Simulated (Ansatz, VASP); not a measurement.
## C in VASP and in Ansatz

```
C
1.0
     0.00000    2.12700    3.34800
     1.22800    0.00000    3.34800
     1.22800    2.12700    0.00000
C
2
Direct
  0.16667 0.83333 0.16667
  0.83333 0.16667 0.83333
```

Alike in both runs: task single point; functional PBE; k mesh 14 × 14 × 14; occupations tetrahedron; no spin polarisation.

|  | VASP | Ansatz |
| --- | --- | --- |
| version | VASP 6.6.1 | Ansatz 0.2.0 |
| potentials or method | VASP PAW PBE potentials, release 64 (C), cutoff 520 eV | scalar-relativistic, plane waves, PAW |
| valence electrons in the cell | 8 | 8 |

```tsv
	VASP	Ansatz	Ansatz less VASP
gap on the k mesh at the Fermi level (eV)	0.36	0.36	+0.001
least direct gap on the mesh (eV)	0.44	0.44	0.000
pressure (GPa)	5.1	4.6	-0.47
traceless stress, the component that is largest in VASP (GPa)	-1.11	-0.58	+0.525
rms of the force components (eV/Å)	0.018	0.018	+0.0001
```

Atom by atom the forces differ by 0.000 eV/Å (rms over components). Ansatz's warnings: band table not solved further, tetrahedron derivatives may miss energy slope.
